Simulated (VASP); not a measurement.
# TiO2 (P1) in VASP: further runs, part 2 of 2

VASP 6.6.1. The steps go on from the part before.

### 4 Single point, PBEsol

The input, INCAR:

```
SYSTEM = TiO2
PREC = Accurate ; ENCUT = 600
EDIFF = 1E-6 ; ISMEAR = -1
SIGMA = 0.05 ; LREAL = .False.
LASPH = .True. ; NELM = 120
ALGO = Normal ; ISIF = 2
LWAVE = .False. ; LCHARG = .False.
GGA = PS ; NBANDS = 60
GGA_COMPAT = .False.
```

The input, KPOINTS:

```
regular mesh
0
Gamma
  2 2 1
  0 0 0
```

The input, POSCAR:

```
TiO2
1.0
    4.4254840000      0.0000000000      0.0000000000
    0.0000000000      4.4254840000      0.0000000000
    0.0000000000      0.0000000000      5.6806720000
Ti O
4 8
Direct
    0.9742810000      0.9963390000      0.9919930000
    0.0040600000      0.9917580000      0.5064280000
    0.5037920000      0.5129380000      0.2420420000
    0.5056550000      0.5094620000      0.7551590000
    0.3099520000      0.3165580000      0.9976120000
    0.3159370000      0.3173910000      0.5021140000
    0.6827340000      0.7228550000      0.9912910000
    0.7043780000      0.6877810000      0.5031260000
    0.1966100000      0.8163690000      0.2383010000
    0.1989780000      0.7926270000      0.7558600000
    0.8106450000      0.1953220000      0.2585810000
    0.8087990000      0.1845140000      0.7562670000
```

Potentials or basis: VASP PAW PBE potentials, release 64 (Ti_sv, O).

On the command line:

```bash
cat potpaw_PBE.64/Ti_sv/POTCAR potpaw_PBE.64/O/POTCAR > POTCAR
mpirun -np 1 vasp_std > vasp.out
```

OUTCAR:

```text
SYSTEM = TiO2
   PREC = Accurate
   ENCUT = 600
   EDIFF = 1E-6
   ISMEAR = -1
   LREAL = .False.
   LASPH = .True.
   NELM = 120
   ISIF = 2
   GGA = PS

 ion  position               nearest neighbor table
   1  0.974  0.996  0.992-  12 1.74   7 1.77   9 1.89  11 1.90  10 1.90   5 2.05   2 2.76
   2  0.004  0.992  0.506-  12 1.87  11 1.88  10 1.88   8 1.89   9 1.91   6 2.00   1 2.76
   3  0.504  0.513  0.242-   5 1.85   7 1.88   8 1.89   6 1.90   9 1.91  11 1.96   4 2.77   4 2.91

   4  0.506  0.509  0.755-   7 1.82   5 1.84  10 1.85   8 1.86   6 1.87  12 1.97   3 2.77   3 2.91

   5  0.310  0.317  0.998-   4 1.84   3 1.85   1 2.05
   6  0.316  0.317  0.502-   4 1.87   3 1.90   2 2.00
   7  0.683  0.723  0.991-   1 1.77   4 1.82   3 1.88
   8  0.704  0.688  0.503-   4 1.86   2 1.89   3 1.89
   9  0.197  0.816  0.238-   1 1.89   2 1.91   3 1.91
  10  0.199  0.793  0.756-   4 1.85   2 1.88   1 1.90
  11  0.811  0.195  0.259-   2 1.88   1 1.90   3 1.96
  12  0.809  0.185  0.756-   1 1.74   2 1.87   4 1.97

  LATTYP: Found a simple tetragonal cell.
 ALAT       =     4.4254840000
 C/A-ratio  =     1.2836272823

  Lattice vectors:

 A1 = (   4.4254840000,   0.0000000000,   0.0000000000)
 A2 = (   0.0000000000,   4.4254840000,   0.0000000000)
 A3 = (   0.0000000000,   0.0000000000,   5.6806720000)

Analysis of symmetry for initial positions (statically):
=====================================================================
 Subroutine PRICEL returns:
 Original cell was already a primitive cell.

 Routine SETGRP: Setting up the symmetry group for a
 simple tetragonal supercell.

 Subroutine GETGRP returns: Found  1 space group operations
 (whereof  1 operations were pure point group operations)
 out of a pool of 16 trial point group operations.

The static configuration has the point symmetry C_1 .

Analysis of symmetry for dynamics (positions and initial velocities):
=====================================================================
 Subroutine PRICEL returns:
 Original cell was already a primitive cell.

 Routine SETGRP: Setting up the symmetry group for a
 simple tetragonal supercell.

 Subroutine GETGRP returns: Found  1 space group operations
 (whereof  1 operations were pure point group operations)
 out of a pool of 16 trial point group operations.

The dynamic configuration has the point symmetry C_1 .

 Subroutine INISYM returns: Found  1 space group operations
 (whereof  1 operations are pure point group operations),
 and found     1 'primitive' translations

----------------------------------------------------------------------------------------

                                     Primitive cell

  volume of cell :     111.2554

  direct lattice vectors                    reciprocal lattice vectors
     4.425484000  0.000000000  0.000000000     0.225963985  0.000000000  0.000000000
     0.000000000  4.425484000  0.000000000     0.000000000  0.225963985  0.000000000
     0.000000000  0.000000000  5.680672000     0.000000000  0.000000000  0.176035511

[... 61 lines left out ...]
  0.500000  0.000000  0.000000      1.000000
  0.000000  0.500000  0.000000      1.000000
  0.500000  0.500000  0.000000      1.000000
   k-points           NKPTS =      4   k-points in BZ     NKDIM =      4   number of bands    NBANDS=     60
   number of dos      NEDOS =    301   number of ions     NIONS =     12
   total plane-waves  NPLWV =  62208
   dimension x,y,z NGX =    36 NGY =   36 NGZ =   48
   dimension x,y,z NGXF=    72 NGYF=   72 NGZF=   96
   ions per type =               4   8
   NGX,Y,Z   is equivalent  to a cutoff of  13.52, 13.52, 14.05 a.u.
   NGXF,Y,Z  is equivalent  to a cutoff of  27.05, 27.05, 28.09 a.u.
 SYSTEM =  TiO2
   PREC   = accura    normal or accurate (medium, high low for compatibility)
   ISTART =      0    job   : 0-new  1-cont  2-samecut
   ICHARG =      2    charge: 1-file 2-atom 10-const
   ISPIN  =      1    spin polarized calculation?
   LNONCOLLINEAR =      F non collinear calculations
   LSORBIT =      F    spin-orbit coupling
   LASPH  =      T    aspherical Exc in radial PAW
   ENCUT  =  600.0 eV  44.10 Ry    6.64 a.u.   8.84  8.84 11.35*2*pi/ulx,y,z
   NELM   =    120;   NELMIN=  2; NELMDL= -5     # of ELM steps
   EDIFF  = 0.1E-05   stopping-criterion for ELM
   LREAL  =      F    real-space projection
   EDIFFG = 0.1E-04   stopping-criterion for IOM
   NSW    =      0    number of steps for IOM
   IBRION =     -1    ionic relax: 0-MD 1-quasi-New 2-CG
   NFREE  =      0    steps in history (QN), initial steepest desc. (CG)
   ISIF   =      2    stress and relaxation
   ISYM   =      2    0-nonsym 1-usesym 2-fastsym
   POTIM  = 0.5000    time-step for ionic-motion
   TEBEG  =    0.0;   TEEND  =   0.0 temperature during run
   PSTRESS=    0.0 pullay stress
   NELECT =      96.0000    total number of electrons
   NUPDOWN=      -1.0000    fix difference up-down
   EMIN   =  10.00;   EMAX   =-10.00  energy-range for DOS
   EFERMI =   0.00;   METHOD = LEGACY
   ISMEAR =    -1;   SIGMA  =   0.05  broadening in eV -4-tet -1-fermi 0-gaus
   EFERMI_NEDOS =   21; number of points for ismear=-14 and -15
   IALGO  =     38    algorithm
   IMIX   =      4    mixing-type and parameters
     AMIX     =   0.40;   BMIX     =  1.00
     AMIX_MAG =   1.60;   BMIX_MAG =  1.00
  volume/ion in A,a.u.               =       9.27        62.57
  Fermi-wavevector in a.u.,A,eV,Ry     =   1.558565  2.945260 33.050235  2.429124
  Thomas-Fermi vector in A             =   2.662051
   LORBIT       =      0    0 simple, 1 ext, 2 COOP (PROOUT), +10 PAW based schemes
   GGA     = PS    functional components
   LHFCALC =     F    Hartree Fock is set to
   AEXX    =    0.0000 exact exchange contribution
   IVDW    =     0    specifies the selected vdW correction
   LEPSILON=     F    determine dielectric tensor
   LRPA    =     F    only Hartree local field effects (RPA)
 non-spin polarized calculation
  energy-cutoff  :      600.00
  volume of cell :      111.26
 maximum number of plane-waves:      3726
 NGX is ok and might be reduce to    36
   NGX = 17   NGY = 17   NGZ = 23

 number of electron      95.9999999 magnetization

 Free energy of the ion-electron system (eV)
  ---------------------------------------------------
  ext. energy  EPLUGINS =         0.00000000
  ---------------------------------------------------
  free energy    TOTEN  =      -109.06269405 eV

  energy without entropy =     -109.06269404  energy(sigma->0) =     -109.06269404

 E-fermi :   7.0248     XC(G=0): -12.3158

 val. band max:        6.0816614965   @ k =   0.0000   0.0000   0.0000
 cond. band min:       8.0236563505   @ k =   0.5000   0.0000   0.0000
 fundamental gap:      1.9419948540
 Fermi energy:         7.0247926542

 k-point     1 :       0.0000    0.0000    0.0000
  band No.  band energies     occupation
      1     -50.4473      2.00000
      2     -50.3984      2.00000
      3     -50.2259      2.00000
      4     -50.1589      2.00000
      5     -27.3166      2.00000
      6     -27.3119      2.00000
[... 241 lines left out ...]
     59      10.4256      0.00000
     60      10.5026      0.00000

------------------------ aborting loop because EDIFF is reached ----------------------------------------

  FORCE on cell =-STRESS in cart. coord.  units (eV):
  Direction    XX          YY          ZZ          XY          YZ          ZX
  --------------------------------------------------------------------------------------
  -------------------------------------------------------------------------------------
  Total       24.4716887     24.7371671     32.5780975      1.1824098     -1.4998486      1.7771963
  in kB      352.4140852    356.2372102    469.1535831     17.0277530    -21.5991544     25.5932070
  external PRESSURE =     392.6016262 kB  Pullay stress =       0.0000000 kB

 VOLUME and BASIS-vectors are now :
 -----------------------------------------------------------------------------
  energy-cutoff  :      600.00
  volume of cell :      111.26
      direct lattice vectors                 reciprocal lattice vectors
     4.425484000  0.000000000  0.000000000     0.225963985  0.000000000  0.000000000
     0.000000000  4.425484000  0.000000000     0.000000000  0.225963985  0.000000000
     0.000000000  0.000000000  5.680672000     0.000000000  0.000000000  0.176035511

 POSITION                                       TOTAL-FORCE (eV/Angst)
 -----------------------------------------------------------------------------------
      4.31166      4.40928      5.63519         1.957992      0.822985      2.405821
      0.01797      4.38901      2.87685         0.716525     -0.060405     -1.666252
      2.22952      2.27000      1.37496        -1.455833     -1.012873      1.253426
      2.23777      2.25462      4.28981        -1.359070     -1.598461     -1.527319
      1.37169      1.40092      5.66711        -0.596775     -1.281113      0.446147
      1.39817      1.40461      2.85234        -1.038187     -1.005511     -0.397078
      3.02143      3.19898      5.63120         0.593959     -0.120705      0.933529
      3.11721      3.04376      2.85809         1.566596      1.467753     -0.331729
      0.87009      3.61283      1.35371         1.371586     -1.070081      0.989375
      0.88057      3.50776      4.29379         0.121734      0.416288     -0.036555
      3.58750      0.86439      1.46891        -0.585097      0.972195     -0.256219
      3.57933      0.81656      4.29610        -1.293430      2.469928     -1.813145
 -----------------------------------------------------------------------------------
    total drift:                                0.002078     -0.000768      0.000315

  FREE ENERGIE OF THE ION-ELECTRON SYSTEM (eV)
  ---------------------------------------------------
  free  energy   TOTEN  =      -109.0626940475 eV

  energy  without entropy=     -109.0626940409  energy(sigma->0) =     -109.06269404
```

Run time: 40 s. Hardware: 1 thread of Intel Xeon Platinum 8259CL at 2.50GHz (Skylake/Cascade Lake), shared host; peak memory 0.24 GiB.

Results:

```yaml
Free_energy: -109.0627 eV
Pressure: 39.3 GPa
Largest_force: 3.326 eV/Å
Band_gap_on_the_k_mesh: 1.94 eV, indirect (least direct gap 2.01 eV)
```

Forces on the atoms (eV/Å):
```
Ti   1.958  0.823  2.406
Ti   0.717 -0.060 -1.666
Ti  -1.456 -1.013  1.253
Ti  -1.359 -1.598 -1.527
O   -0.597 -1.281  0.446
O   -1.038 -1.006 -0.397
O    0.594 -0.121  0.934
O    1.567  1.468 -0.332
O    1.372 -1.070  0.989
O    0.122  0.416 -0.037
O   -0.585  0.972 -0.256
O   -1.293  2.470 -1.813
```

Stress tensor (GPa, compression positive):
```
35.24  1.70  2.56
 1.70 35.62 -2.16
 2.56 -2.16 46.92
```

Caveat: the k points lie up to 1.11 Å⁻¹ apart; the PAW data sets were made with another functional, which shifts forces and pressure a little.

### 5 Summary

| level | k mesh | gap on the mesh (eV) | pressure (GPa) | largest force (eV/Å) |
| --- | --- | --- | --- | --- |
| PBEsol | 1 × 1 × 1, shifted | 2.92 | 37.1 | 4.16 |
| PBE | 1 × 1 × 1, shifted | 2.96 | 45.8 | 4.23 |
| PBEsol | 2 × 2 × 1 | 1.94 | 39.3 | 3.33 |

Alike in all rows: task single point; potentials or basis VASP PAW PBE potentials, release 64 (Ti_sv, O); no spin polarisation; cell as given; cutoff (eV) 600; smearing fermi-dirac 0.05 eV.

Caveats: all runs use coarse meshes; the PAW data sets were made with another functional, which shifts forces and pressure a little (some runs); forces of over 1 eV/Å act on the atoms, so gaps and moduli don't describe the material at rest (some runs).

Absolute energies hang on the potentials; compare differences alone.
